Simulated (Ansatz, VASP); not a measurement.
**Two plane-wave programs on Ta**

```xyz
8
Lattice="5.3093 0.0000 0.0000 0.0000 5.3093 0.0000 0.0000 0.0000 5.3093" Properties=species:S:1:pos:R:3 pbc="T T T"
Ta    0.0000    0.0000    5.3093
Ta    2.6546    2.6546    2.6546
Ta    1.3273    0.0000    2.6546
Ta    3.9820    5.3093    2.6546
Ta    2.6546    1.3273    5.3093
Ta    2.6546    3.9820    5.3093
Ta    5.3093    2.6546    1.3273
Ta    5.3093    2.6546    3.9820
```

Alike in both runs: functional PBE; k mesh 5 × 5 × 5; occupations fermi-dirac, width 0.1 eV; no spin polarisation.

Ansatz relaxed the structure, and its values are those at the end. VASP's run is a single point on that final structure, the one shown.

|  | VASP | Ansatz |
| --- | --- | --- |
| version | VASP 6.6.1 | Ansatz 0.2.0 |
| potentials or method | VASP PAW PBE potentials, release 64 (Ta_pv), cutoff 520 eV | plane waves (420 eV) with PAW, scalar-relativistic |
| valence electrons in the cell | 88 | 104 |

|  | VASP | Ansatz | Ansatz less VASP |
| --- | --- | --- | --- |
| pressure (GPa) | 0.1 | 0.0 | -0.09 |

The functional is the same, so the differences come from potentials, cutoffs and numerics. VASP's potentials hold 88 valence electrons a cell and Ansatz's 104, so a difference there can come from the potentials and not from the codes.

Neither program's run includes spin-orbit coupling.
